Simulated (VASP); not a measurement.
# TiAl (P4/mmm) in VASP: a series of runs, part 2 of 3

VASP 6.6.1. Earlier steps stand in the parts before.

## 3. Single point, PBEsol (16.98 Å³/atom)

The input, INCAR:

```
SYSTEM = TiAl
PREC = Accurate
ENCUT = 520
EDIFF = 1E-7
ISMEAR = 0
SIGMA = 0.15
LREAL = .FALSE.
LASPH = .TRUE.
NELM = 80
ALGO = Fast
ISIF = 2
LWAVE = .FALSE.
LCHARG = .TRUE.
GGA = PS
LELF = .TRUE.
LVHAR = .TRUE.
NBANDS = 14
```

The input, KPOINTS:

```
Automatic mesh
0
G
  16 16 16
  0 0 0
```

The input, POSCAR:

```
TiAl
1.0
    2.9513478209      0.0000000000      0.0000000000
    0.0000000000      2.9513478209      0.0000000000
    0.0000000000      0.0000000000      3.8978450671
Ti Al
1 1
Direct
    0.0000000000      0.0000000000      0.0000000000
    0.5000000000      0.5000000000      0.5000000000
```

Potentials or basis: VASP PAW PBE potentials, release 64 (Ti_sv, Al).

Run with:

```
$ cat potpaw_PBE.64/Ti_sv/POTCAR potpaw_PBE.64/Al/POTCAR > POTCAR
$ mpirun -np 1 vasp_std > vasp.out
```

OUTCAR:

```text
SYSTEM = TiAl
   PREC = Accurate
   ENCUT = 520
   EDIFF = 1E-7
   ISMEAR = 0
   LREAL = .FALSE.
   LASPH = .TRUE.
   NELM = 80
   ISIF = 2
   GGA = PS

 ion  position               nearest neighbor table
   1  0.000  0.000  0.000-   2 2.86   2 2.86   2 2.86   2 2.86   2 2.86   2 2.86   2 2.86   2 2.86

   2  0.500  0.500  0.500-   1 2.86   1 2.86   1 2.86   1 2.86   1 2.86   1 2.86   1 2.86   1 2.86

  LATTYP: Found a simple tetragonal cell.
 ALAT       =     2.9513478209
 C/A-ratio  =     1.3207000000

  Lattice vectors:

 A1 = (   2.9513478209,   0.0000000000,   0.0000000000)
 A2 = (   0.0000000000,   2.9513478209,   0.0000000000)
 A3 = (   0.0000000000,   0.0000000000,   3.8978450671)

Analysis of symmetry for initial positions (statically):
=====================================================================
 Subroutine PRICEL returns:
 Original cell was already a primitive cell.

 Routine SETGRP: Setting up the symmetry group for a
 simple tetragonal supercell.

 Subroutine GETGRP returns: Found 16 space group operations
 (whereof 16 operations were pure point group operations)
 out of a pool of 16 trial point group operations.

The static configuration has the point symmetry D_4h.

Analysis of symmetry for dynamics (positions and initial velocities):
=====================================================================
 Subroutine PRICEL returns:
 Original cell was already a primitive cell.

 Routine SETGRP: Setting up the symmetry group for a
 simple tetragonal supercell.

 Subroutine GETGRP returns: Found 16 space group operations
 (whereof 16 operations were pure point group operations)
 out of a pool of 16 trial point group operations.

The dynamic configuration has the point symmetry D_4h.

 Subroutine INISYM returns: Found 16 space group operations
 (whereof 16 operations are pure point group operations),
 and found     1 'primitive' translations

----------------------------------------------------------------------------------------

                                     Primitive cell

  volume of cell :      33.9520

  direct lattice vectors                    reciprocal lattice vectors
     2.951347821  0.000000000  0.000000000     0.338828244  0.000000000  0.000000000
     0.000000000  2.951347821  0.000000000     0.000000000  0.338828244  0.000000000
     0.000000000  0.000000000  3.897845067     0.000000000  0.000000000  0.256552013

  length of vectors
     2.951347821  2.951347821  3.897845067     0.338828244  0.338828244  0.256552013

  position of ions in fractional coordinates (direct lattice)
     0.000000000  0.000000000  0.000000000
     0.500000000  0.500000000  0.500000000

  ion indices of the primitive-cell ions
   primitive index   ion index
                 1           1
                 2           2

----------------------------------------------------------------------------------------

 KPOINTS: Automatic mesh

Automatic generation of k-mesh.
 Grid dimensions read from file:
 generate k-points for:   16   16   16

 Generating k-lattice:

  Cartesian coordinates                     Fractional coordinates (reciprocal lattice)
     0.021176765  0.000000000  0.000000000     0.062500000  0.000000000  0.000000000
     0.000000000  0.021176765  0.000000000     0.000000000  0.062500000  0.000000000
[... 42 lines left out ...]
   total plane-waves  NPLWV =  17280
   dimension x,y,z NGX =    24 NGY =   24 NGZ =   30
   dimension x,y,z NGXF=    48 NGYF=   48 NGZF=   60
   ions per type =               1   1
   NGX,Y,Z   is equivalent  to a cutoff of  13.52, 13.52, 12.80 a.u.
   NGXF,Y,Z  is equivalent  to a cutoff of  27.04, 27.04, 25.59 a.u.
 SYSTEM =  TiAl
   PREC   = accura    normal or accurate (medium, high low for compatibility)
   ISTART =      0    job   : 0-new  1-cont  2-samecut
   ICHARG =      2    charge: 1-file 2-atom 10-const
   ISPIN  =      1    spin polarized calculation?
   LNONCOLLINEAR =      F non collinear calculations
   LSORBIT =      F    spin-orbit coupling
   LASPH  =      T    aspherical Exc in radial PAW
   ENCUT  =  520.0 eV  38.22 Ry    6.18 a.u.   5.49  5.49  7.25*2*pi/ulx,y,z
   NELM   =     80;   NELMIN=  2; NELMDL= -5     # of ELM steps
   EDIFF  = 0.1E-06   stopping-criterion for ELM
   LREAL  =      F    real-space projection
   EDIFFG = 0.1E-05   stopping-criterion for IOM
   NSW    =      0    number of steps for IOM
   IBRION =     -1    ionic relax: 0-MD 1-quasi-New 2-CG
   NFREE  =      0    steps in history (QN), initial steepest desc. (CG)
   ISIF   =      2    stress and relaxation
   ISYM   =      2    0-nonsym 1-usesym 2-fastsym
   POTIM  = 0.5000    time-step for ionic-motion
   TEBEG  =    0.0;   TEEND  =   0.0 temperature during run
   PSTRESS=    0.0 pullay stress
   NELECT =      15.0000    total number of electrons
   NUPDOWN=      -1.0000    fix difference up-down
   EMIN   =  10.00;   EMAX   =-10.00  energy-range for DOS
   EFERMI =   0.00;   METHOD = LEGACY
   ISMEAR =     0;   SIGMA  =   0.15  broadening in eV -4-tet -1-fermi 0-gaus
   EFERMI_NEDOS =   21; number of points for ismear=-14 and -15
   IALGO  =     68    algorithm
   IMIX   =      4    mixing-type and parameters
     AMIX     =   0.40;   BMIX     =  1.00
     AMIX_MAG =   1.60;   BMIX_MAG =  1.00
  volume/ion in A,a.u.               =      16.98       114.56
  Fermi-wavevector in a.u.,A,eV,Ry     =   1.246857  2.356219 21.152344  1.554653
  Thomas-Fermi vector in A             =   2.381016
   LORBIT       =      0    0 simple, 1 ext, 2 COOP (PROOUT), +10 PAW based schemes
   GGA     = PS    functional components
   LHFCALC =     F    Hartree Fock is set to
   AEXX    =    0.0000 exact exchange contribution
   IVDW    =     0    specifies the selected vdW correction
   LEPSILON=     F    determine dielectric tensor
   LRPA    =     F    only Hartree local field effects (RPA)
 non-spin polarized calculation
 RMM-DIIS sequential band-by-band and
 Gauss-broadening in eV      SIGMA  =   0.15
  energy-cutoff  :      520.00
  volume of cell :       33.95
 maximum number of plane-waves:       938
 NGX is ok and might be reduce to    24
   NGX = 11   NGY = 11   NGZ = 15

 number of electron      14.9999998 magnetization

 Free energy of the ion-electron system (eV)
  ---------------------------------------------------
  ext. energy  EPLUGINS =         0.00000000
  ---------------------------------------------------
  free energy    TOTEN  =       -13.16207223 eV

  energy without entropy =      -13.13962746  energy(sigma->0) =      -13.15084985

 E-fermi :   7.8326     XC(G=0): -10.9459

 val. band max:        7.8298121306   @ k =   0.5000   0.1250   0.1250
 cond. band min:       7.8387845754   @ k =   0.3125   0.1250   0.4375
 fundamental gap:      0.0089724448
 Fermi energy:         7.8325696934

 k-point     1 :       0.0000    0.0000    0.0000
  band No.  band energies     occupation
      1     -48.7104      2.00000
      2     -25.1791      2.00000
      3     -24.8533      2.00000
      4     -24.8533      2.00000
      5      -0.9887      2.00000
      6       6.2223      2.00000
      7       7.0007      2.00000
      8       8.3068      0.00001
      9       9.6868      0.00000
     10       9.6868      0.00000
     11      10.6110      0.00000
     12      14.5406      0.00000
     13      14.8956      0.00000
     14      14.8956      0.00000
[... 377 lines left out ...]
      1     -48.6700      2.00000
      2     -25.1691      2.00000
      3     -25.1370      2.00000
      4     -24.8707      2.00000
      5       3.1621      2.00000
      6       3.5754      2.00000
      7       6.6617      2.00000
      8       7.8435      0.91766
      9       8.7586      0.00000
     10       9.4674      0.00000
     11      11.6731      0.00000
     12      13.9750      0.00000
     13      14.3106      0.00000
     14      15.5033      0.00000

 [... further k-points ...]

------------------------ aborting loop because EDIFF is reached ----------------------------------------

  FORCE on cell =-STRESS in cart. coord.  units (eV):
  Direction    XX          YY          ZZ          XY          YZ          ZX
  --------------------------------------------------------------------------------------
  -------------------------------------------------------------------------------------
  Total       -2.0087995     -2.0087995     -0.8647928      0.0000000     -0.0000000      0.0000000
  in kB      -94.7942115    -94.7942115    -40.8091258      0.0000000     -0.0000000      0.0000000
  external PRESSURE =     -76.7991830 kB  Pullay stress =       0.0000000 kB

 VOLUME and BASIS-vectors are now :
 -----------------------------------------------------------------------------
  energy-cutoff  :      520.00
  volume of cell :       33.95
      direct lattice vectors                 reciprocal lattice vectors
     2.951347821  0.000000000  0.000000000     0.338828244  0.000000000  0.000000000
     0.000000000  2.951347821  0.000000000     0.000000000  0.338828244  0.000000000
     0.000000000  0.000000000  3.897845067     0.000000000  0.000000000  0.256552013

 POSITION                                       TOTAL-FORCE (eV/Angst)
 -----------------------------------------------------------------------------------
      0.00000      0.00000      0.00000         0.000000      0.000000      0.000000
      1.47567      1.47567      1.94892         0.000000      0.000000      0.000000
 -----------------------------------------------------------------------------------
    total drift:                               -0.000000      0.000000      0.000000

  FREE ENERGIE OF THE ION-ELECTRON SYSTEM (eV)
  ---------------------------------------------------
  free  energy   TOTEN  =       -13.1620722340 eV

  energy  without entropy=      -13.1396274566  energy(sigma->0) =      -13.15084985
```

OSZICAR:

```text
N       E                     dE             d eps       ncg     rms          rms(c)
DAV:   1     0.987613155910E+02    0.98761E+02   -0.70941E+03 11352   0.108E+03
DAV:   2    -0.928669514948E+01   -0.10805E+03   -0.10409E+03 11688   0.298E+02
DAV:   3    -0.148286984752E+02   -0.55420E+01   -0.54019E+01 17332   0.647E+01
[... 25 lines left out ...]
RMM:  29    -0.131620717875E+02   -0.20309E-06   -0.21318E-06  9809   0.453E-03    0.691E-04
RMM:  30    -0.131620719614E+02   -0.17386E-06   -0.18000E-06  9697   0.401E-03    0.753E-04
RMM:  31    -0.131620720746E+02   -0.11326E-06   -0.11915E-06  9295   0.357E-03    0.800E-04
RMM:  32    -0.131620721700E+02   -0.95357E-07   -0.10219E-06  9152   0.324E-03    0.877E-04
RMM:  33    -0.131620722340E+02   -0.63982E-07   -0.68171E-07  8829   0.290E-03
   1 F= -.13162072E+02 E0= -.13150850E+02  d E =-.224448E-01
```

stdout:

```text
POSCAR found type information on POSCAR TiAl
 POSCAR found :  2 types and       2 ions
 scaLAPACK will be used
 -----------------------------------------------------------------------------
|                                                                             |
[... 33 lines left out ...]
 num prob RMM:  28    -0.131620715844E+02   -0.31925E-06   -0.33078E-06 10275   0.521E-03    0.455E-04
 num prob RMM:  29    -0.131620717875E+02   -0.20309E-06   -0.21318E-06  9809   0.453E-03    0.691E-04
WARNING in EDDRMM: call to ZHEGV failed, returncode =   8  4      5
WARNING in EDDRMM: call to ZHEGV failed, returncode =   6  3     14
WARNING in EDDRMM: call to ZHEGV failed, returncode =   8  4      2
WARNING in EDDRMM: call to ZHEGV failed, returncode =   6  3      5
```

It took 8.2 min on 1 thread of Intel Xeon 8259CL, shared host; peak memory 0.31 GiB.

Results:

| Item | Value |
| --- | --- |
| Free energy | -13.1621 eV |
| Pressure | -7.7 GPa |
| Band gap on the k mesh | zero (an odd number of electrons rules out a gap without spin polarisation) |

Levels at points of the mesh, in eV from the Fermi level:
```tsv
k point	band 5	band 6	band 7	band 8	band 9	band 10	band 11	band 12
(0.00, 0.00, 0.00)	-8.82	-1.61	-0.83	0.47	1.85	1.85	2.78	6.71
(0.50, 0.00, 0.00)	-4.83	-4.54	-1.31	-0.24	1.34	2.16	3.90	5.58
(0.50, 0.50, 0.00)	-3.43	-0.85	-0.85	-0.65	-0.09	-0.09	3.64	4.58
(0.00, 0.00, 0.50)	-7.10	-5.11	-0.58	1.09	1.33	1.33	2.81	7.40
(0.50, 0.00, 0.50)	-4.88	-2.71	-1.38	-1.24	1.45	1.62	1.82	3.95
(0.50, 0.50, 0.50)	-2.49	-2.42	-2.42	1.12	2.10	2.63	3.63	3.63
```

Caveat: the cell stands under tension; the PAW data sets were made with another functional, which shifts forces and pressure a little.

## 4. Single point, PBEsol (16.98 Å³/atom)

The input, INCAR:

```
SYSTEM = TiAl
ALGO = Fast
EDIFF = 1E-7
ENCUT = 520
GGA = PS
ISIF = 2
ISMEAR = 0
LASPH = .TRUE.
LCHARG = .TRUE.
LELF = .TRUE.
LREAL = .FALSE.
LVHAR = .TRUE.
LWAVE = .FALSE.
NBANDS = 14
NELM = 80
PREC = Accurate
SIGMA = 0.15
```

The input, KPOINTS:

```
k-points
0
G
  16 16 16
  0 0 0
```

The input, POSCAR:

```
TiAl
1.0
    2.8176895590      0.0000000000      0.0000000000
    0.0000000000      2.8176895590      0.0000000000
    0.0000000000      0.0000000000      4.2764074437
Ti Al
1 1
Direct
    0.0000000000      0.0000000000      0.0000000000
    0.5000000000      0.5000000000      0.5000000000
```

Potentials or basis: VASP PAW PBE potentials, release 64 (Ti_sv, Al).

Run with:

```
$ cat potpaw_PBE.64/Ti_sv/POTCAR potpaw_PBE.64/Al/POTCAR > POTCAR
$ mpirun -np 1 vasp_std > vasp.out
```

OUTCAR:

```text
SYSTEM = TiAl
   EDIFF = 1E-7
   ENCUT = 520
   GGA = PS
   ISIF = 2
   ISMEAR = 0
   LASPH = .TRUE.
   LREAL = .FALSE.
   NELM = 80
   PREC = Accurate

 ion  position               nearest neighbor table
   1  0.000  0.000  0.000-   2 2.92   2 2.92   2 2.92   2 2.92   2 2.92   2 2.92   2 2.92   2 2.92

   2  0.500  0.500  0.500-   1 2.92   1 2.92   1 2.92   1 2.92   1 2.92   1 2.92   1 2.92   1 2.92

  LATTYP: Found a simple tetragonal cell.
 ALAT       =     2.8176895590
 C/A-ratio  =     1.5177000000

  Lattice vectors:

 A1 = (   2.8176895590,   0.0000000000,   0.0000000000)
 A2 = (   0.0000000000,   2.8176895590,   0.0000000000)
 A3 = (   0.0000000000,   0.0000000000,   4.2764074437)

Analysis of symmetry for initial positions (statically):
=====================================================================
 Subroutine PRICEL returns:
 Original cell was already a primitive cell.

 Routine SETGRP: Setting up the symmetry group for a
 simple tetragonal supercell.

 Subroutine GETGRP returns: Found 16 space group operations
 (whereof 16 operations were pure point group operations)
 out of a pool of 16 trial point group operations.

The static configuration has the point symmetry D_4h.

Analysis of symmetry for dynamics (positions and initial velocities):
=====================================================================
 Subroutine PRICEL returns:
 Original cell was already a primitive cell.

 Routine SETGRP: Setting up the symmetry group for a
 simple tetragonal supercell.

 Subroutine GETGRP returns: Found 16 space group operations
 (whereof 16 operations were pure point group operations)
 out of a pool of 16 trial point group operations.

The dynamic configuration has the point symmetry D_4h.

 Subroutine INISYM returns: Found 16 space group operations
 (whereof 16 operations are pure point group operations),
 and found     1 'primitive' translations

----------------------------------------------------------------------------------------

                                     Primitive cell
[... 123 lines left out ...]
 RMM-DIIS sequential band-by-band and
 Gauss-broadening in eV      SIGMA  =   0.15
  energy-cutoff  :      520.00
  volume of cell :       33.95
 maximum number of plane-waves:       938
 NGX is ok and might be reduce to    24
   NGX = 11   NGY = 11   NGZ = 15

 number of electron      14.9999994 magnetization

 Free energy of the ion-electron system (eV)
  ---------------------------------------------------
  ext. energy  EPLUGINS =         0.00000000
  ---------------------------------------------------
  free energy    TOTEN  =       -13.18520695 eV

  energy without entropy =      -13.16247647  energy(sigma->0) =      -13.17384171

 E-fermi :   7.7765     XC(G=0): -10.9433

 val. band max:        7.7753884826   @ k =   0.5000   0.3125   0.0000
 cond. band min:       7.7843931228   @ k =   0.1875   0.0000   0.3125
 fundamental gap:      0.0090046402
 Fermi energy:         7.7765431200

 k-point     1 :       0.0000    0.0000    0.0000
  band No.  band energies     occupation
      1     -48.7019      2.00000
      2     -25.1883      2.00000
      3     -24.7422      2.00000
      4     -24.7422      2.00000
      5      -1.0952      2.00000
      6       5.8297      2.00000
      7       6.8841      2.00000
      8       6.9830      2.00000
      9       9.9315      0.00000
     10       9.9315      0.00000
     11      11.0383      0.00000
     12      13.0328      0.00000
     13      16.3653      0.00000
     14      16.3653      0.00000
[... 377 lines left out ...]
      1     -48.6336      2.00000
      2     -25.2153      2.00000
      3     -25.1218      2.00000
      4     -24.7683      2.00000
      5       3.5804      2.00000
      6       3.7308      2.00000
      7       6.1730      2.00000
      8       7.8492      0.49343
      9       8.9677      0.00000
     10       9.5242      0.00000
     11      11.9187      0.00000
     12      13.2715      0.00000
     13      13.3873      0.00000
     14      15.0663      0.00000

 [... further k-points ...]

------------------------ aborting loop because EDIFF is reached ----------------------------------------

  FORCE on cell =-STRESS in cart. coord.  units (eV):
  Direction    XX          YY          ZZ          XY          YZ          ZX
  --------------------------------------------------------------------------------------
  -------------------------------------------------------------------------------------
  Total       -1.2987494     -1.2987494     -2.2096851      0.0000000      0.0000000      0.0000000
  in kB      -61.2873133    -61.2873133   -104.2738996      0.0000000      0.0000000      0.0000000
  external PRESSURE =     -75.6161754 kB  Pullay stress =       0.0000000 kB

 VOLUME and BASIS-vectors are now :
 -----------------------------------------------------------------------------
  energy-cutoff  :      520.00
  volume of cell :       33.95
      direct lattice vectors                 reciprocal lattice vectors
     2.817689559  0.000000000  0.000000000     0.354900701  0.000000000  0.000000000
     0.000000000  2.817689559  0.000000000     0.000000000  0.354900701  0.000000000
     0.000000000  0.000000000  4.276407444     0.000000000  0.000000000  0.233841142

 POSITION                                       TOTAL-FORCE (eV/Angst)
 -----------------------------------------------------------------------------------
      0.00000      0.00000      0.00000         0.000000      0.000000      0.000000
      1.40884      1.40884      2.13820         0.000000      0.000000      0.000000
 -----------------------------------------------------------------------------------
    total drift:                                0.000000      0.000000      0.000000

  FREE ENERGIE OF THE ION-ELECTRON SYSTEM (eV)
  ---------------------------------------------------
  free  energy   TOTEN  =       -13.1852069521 eV

  energy  without entropy=      -13.1624764726  energy(sigma->0) =      -13.17384171
```

stdout:

```text
POSCAR found type information on POSCAR TiAl
 POSCAR found :  2 types and       2 ions
 scaLAPACK will be used
 -----------------------------------------------------------------------------
|                                                                             |
[... 50 lines left out ...]
WARNING in EDDRMM: call to ZHEGV failed, returncode =   8  4     13
WARNING in EDDRMM: call to ZHEGV failed, returncode =   6  3     13
 num prob WARNING in EDDRMM: call to ZHEGV failed, returncode =   6  3      2
 num prob RMM:  30    -0.131852067505E+02   -0.15885E-06   -0.16466E-06  9630   0.407E-03    0.588E-03
 num prob WARNING in EDDRMM: call to ZHEGV failed, returncode =   8  4      4
WARNING in EDDRMM: call to ZHEGV failed, returncode =   6  3      8
WARNING in EDDRMM: call to ZHEGV failed, returncode =   8  4      8
```

It took 7.3 min on 1 thread of Intel Xeon 8259CL, shared host; peak memory 0.31 GiB.

What came out:

- Free energy: -13.1852 eV
- Pressure: -7.6 GPa
- Band gap on the k mesh: zero (an odd number of electrons rules out a gap without spin polarisation)

Caveat: the cell stands under tension; the PAW data sets were made with another functional, which shifts forces and pressure a little.

(Part 2 of 3 ends here.)
